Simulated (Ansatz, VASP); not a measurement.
# One calculation of MoH6, two programs

```xyz
7
Lattice="2.0635 -2.1943 -0.5333 2.0635 2.1943 -0.5333 -2.9650 0.0000 5.1744" Properties=species:S:1:pos:R:3 pbc="T T T"
H    -0.1886   -1.1039    3.3654
H     1.3505   -1.1039    0.7425
H     1.3505    1.1039    0.7425
H    -0.1886    1.1039    3.3654
H     0.5810    0.0000    2.0539
H     2.0635    0.0000   -0.5333
Mo   -1.4825    0.0000    2.5872
```

Alike in both runs: functional PBE; k mesh 3 × 3 × 3; occupations gaussian, width 0.15 eV; no spin polarisation.

Ansatz relaxed the structure, and its values are those at the end. VASP's run is a single point on that final structure, the one shown.

```csv
,VASP,Ansatz
version,VASP 6.6.1,Ansatz 0.2.0
potentials or method,"VASP PAW PBE potentials, release 64 (H, Mo_sv), cutoff 500 eV","scalar-relativistic, plane waves, PAW"
valence electrons in the cell,20,20
```

VASP gave:

```
gap on the k mesh at the Fermi level (eV) : none
pressure (GPa)                            : 0.0
rms of the force components (eV/Å)        : 0.005
```

What did Ansatz give for the same quantities?

gap on the k mesh at the Fermi level (eV): none; pressure (GPa): 0.1; rms of the force components (eV/Å): 0.002.

A gap of «none» marks a metal or a gap that the smearing closes.

The k mesh is coarse, so the values compare programs but aren't converged.
